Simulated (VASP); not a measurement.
A run of VASP 6.6.1 is set up as follows.

Contents of INCAR:

```
SYSTEM = MnHg
PREC     = Accurate       ! precision mode
ENCUT    = 520            ! plane-wave cutoff, eV
EDIFF    = 1E-7           ! SCF threshold, eV
ISMEAR   = -1             ! smearing method
SIGMA    = 0.05           ! smearing width, eV
LREAL    = .False.        ! projectors in reciprocal space
LASPH    = .True.         ! aspherical terms in the spheres
NELM     = 150            ! most SCF steps
ALGO     = Normal         ! electronic algorithm
ISIF     = 2              ! what is computed and relaxed
LWAVE    = .False.        ! write WAVECAR
LCHARG   = .False.        ! write CHGCAR
ISPIN    = 2              ! spin polarisation
MAGMOM   = 4 0            ! initial moments
LORBIT   = 11             ! projections on sites
LMAXMIX  = 4              ! l up to which the mixer works
GGA      = PE             ! functional
NBANDS   = 24             ! bands
```

The input KPOINTS:

```
Automatic mesh
0
Gamma
  10 10 10
  0 0 0
```

Contents of POSCAR:

```
MnHg
1.0
    3.3226934533      0.0000000000      0.0000000000
    0.0000000000      3.3226934533      0.0000000000
    0.0000000000      0.0000000000      3.3226934533
Mn Hg
1 1
Direct
    0.5000000000      0.5000000000      0.5000000000
    0.0000000000      0.0000000000      0.0000000000
```

Potentials or basis: VASP PAW PBE potentials, release 64 (Mn_pv, Hg).

Command:

```sh
$ cat potpaw_PBE.64/Mn_pv/POTCAR potpaw_PBE.64/Hg/POTCAR > POTCAR
$ mpirun -np 1 vasp_std > vasp.out
```

(1) Predict the pressure.

(2) What does it give for the site moments?

(3) Estimate the net moment.

Results:

(1) 0.4 GPa.

(2) Mn +3.84; Hg -0.05 μB.

(3) 3.93 μB per cell.
